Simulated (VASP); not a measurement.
The system is GaSnH3.

```
Ga Sn H
1.0
     3.75333    0.00000    0.00000
     0.00000    3.75333    0.00000
     0.00000    0.00000    4.24942
Ga Sn H
1 1 3
Direct
  0.50000 0.50000 0.50000
  0.00000 0.00000 0.00000
  0.00000 0.50000 0.50000
  0.50000 0.00000 0.50000
  0.00000 0.00000 0.50000
```

The cell was generated, and may not be a known phase.

| Quantity | Value |
| --- | --- |
| Program | VASP 6.6.1 |
| Task | relaxation of cell and atoms |
| Functional | PBE |
| Potentials or basis | VASP PAW PBE potentials, release 64 (Ga_d, Sn_d, H) |
| Cutoff | 600 eV |
| k mesh | 10 × 10 × 10 |
| Occupations | gaussian, width 0.1 eV |
| Spin | no spin polarisation |

At the start: pressure 0.2 GPa; volume 11.97 Å³/atom.

How do energy, volume and symmetry change on relaxing?

Over 7 steps the energy falls by 10.4 meV/atom; space group P4/mmm (No. 123, to 0.1 Å) before and after.

Step by step:
| step | energy change (eV) | largest force (eV/Å) | pressure (GPa) | volume (Å³) |
| --- | --- | --- | --- | --- |
| 1 | 0.0000 | 0.0000 | 0.22 | 59.86 |
| 2 | -0.0370 | 0.0000 | -0.06 | 59.99 |
| 3 | -0.0504 | 0.0000 | -0.24 | 60.08 |
| 4 | -0.0516 | 0.0000 | -0.25 | 60.10 |
| 5 | -0.0517 | 0.0000 | -0.25 | 60.11 |
| 6 | -0.0517 | 0.0000 | -0.29 | 60.12 |
| 7 | -0.0519 | 0.0000 | -0.02 | 59.88 |

Final structure:
```
Ga Sn H
1.0
     3.82604    0.00000    0.00000
     0.00000    3.82604    0.00000
     0.00000    0.00000    4.09069
Ga Sn H
1 1 3
Cartesian
  1.9130 1.9130 2.0453
  0.0000 3.8260 4.0907
  0.0000 1.9130 2.0453
  1.9130 3.8260 2.0453
  0.0000 3.8260 2.0453
```
